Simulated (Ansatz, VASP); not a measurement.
## Two plane-wave programs on MgO

File INCAR:

```
SYSTEM = MgO
ALGO = Normal ; EDIFF = 1E-7
ENCUT = 520 ; GGA = PS
ISIF = 2 ; ISMEAR = 0
LASPH = .TRUE. ; LCHARG = .FALSE.
LREAL = .FALSE. ; LWAVE = .FALSE.
NBANDS = 16 ; NELM = 100
PREC = Accurate ; SIGMA = 0.05
```

Contents of KPOINTS:

```
k-points
0
G
  8 8 6
  0 0 0
```

Contents of POSCAR:

```
MgO
1.0
    0.0000000000     -2.1071057205     -2.1071057205
    0.0000000000      2.1071057205     -2.1071057205
    4.2142114411      0.0000000000      0.0000000000
Mg O
2 2
Direct
    0.5000000000      0.5000000000      0.5177969238
    0.0000000000      0.0000000000     -0.0177969238
    0.5000000000      0.5000000000     -0.0011681160
    0.0000000000      0.0000000000      0.5011681160
```

Input for Ansatz:

```yaml
crystal:
  lattice:
    - [0.0, -2.1071057205, -2.1071057205]
    - [0.0, 2.1071057205, -2.1071057205]
    - [4.2142114411, 0.0, 0.0]
  atoms:
    - { symbol: Mg, position: [0.5, 0.5, 0.5177969238] }
    - { symbol: Mg, position: [0.0, 0.0, -0.0177969238] }
    - { symbol: O, position: [0.5, 0.5, -0.001168116] }
    - { symbol: O, position: [0.0, 0.0, 0.501168116] }
basis:
  ecutwfc: 420
kpoints:
  mp_grid: { grid: [8, 8, 6] }
hamiltonian:
  xc: pbesol
scf:
  occupations: { method: gaussian, width: 0.05 }
output:
  forces: true
  stress: true
  eigenvalues: true
  write_density: true
  write_potential: true
  elf: true
  volumetric_format: npy
```

Change from the starting cell: mode 9 (414.9 1/cm) frozen in, largest displacement +0.075 Å.

Alike in both runs: task single point; functional PBEsol; k mesh 8 × 8 × 6; occupations gaussian, width 0.05 eV; no spin polarisation.

|  | VASP | Ansatz |
| --- | --- | --- |
| version | VASP 6.6.1 | Ansatz 0.2.0 |
| potentials or method | VASP PAW PBE potentials, release 64 (Mg, O), cutoff 520 eV | scalar-relativistic, plane waves, PAW |
| valence electrons in the cell | 16 | 32 |

```tsv
	VASP	Ansatz	Ansatz less VASP
gap on the k mesh at the Fermi level (eV)	4.62	4.62	-0.001
least direct gap on the mesh (eV)	4.62	4.62	-0.001
pressure (GPa)	0.4	0.9	+0.48
traceless stress, the component that is largest in VASP (GPa)	1.20	1.19	-0.012
rms of the force components (eV/Å)	0.486	0.480	-0.0054
```

VASP's potentials were made for PBE, not for PBEsol. Atom by atom the forces differ by 0.006 eV/Å (rms over components). VASP's potentials hold 16 valence electrons a cell and Ansatz's 32, so a difference there can come from the potentials and not from the codes.
